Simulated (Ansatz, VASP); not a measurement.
## One calculation of Sb, two programs

```
CELL_PARAMETERS angstrom
3.09135 0.00000 0.00000
0.00000 3.09135 0.00000
0.00000 0.00000 3.09135
ATOMIC_POSITIONS crystal
Sb 0.00000 0.00000 0.00000
```

Alike in both runs: task relaxation of cell and atoms; functional r2SCAN; k mesh 18 × 18 × 18; occupations gaussian, width 0.1 eV; no spin polarisation.

|  | VASP | Ansatz |
| --- | --- | --- |
| version | VASP 6.6.1 | Ansatz 0.2.0 |
| potentials or method | VASP PAW PBE potentials, release 64 (Sb), cutoff 600 eV | scalar-relativistic, plane waves, PAW |
| valence electrons in the cell | 5 | 15 |

```csv
,VASP,Ansatz,Ansatz less VASP
"gap on the k mesh at the Fermi level, each at its own relaxed structure (eV)",none,none,-
relaxed volume (Å³/atom),29.44,29.42,-0.014
relaxed length of the cell vector where the two differ most in proportion (Å),3.088,3.087,-0.0005
```

VASP's potentials were made for PBE, not for r2SCAN. A gap of «none» marks a metal or a gap that the smearing closes. VASP's potentials hold 5 valence electrons a cell and Ansatz's 15, so a difference there can come from the potentials and not from the codes.

Neither program's run includes spin-orbit coupling.
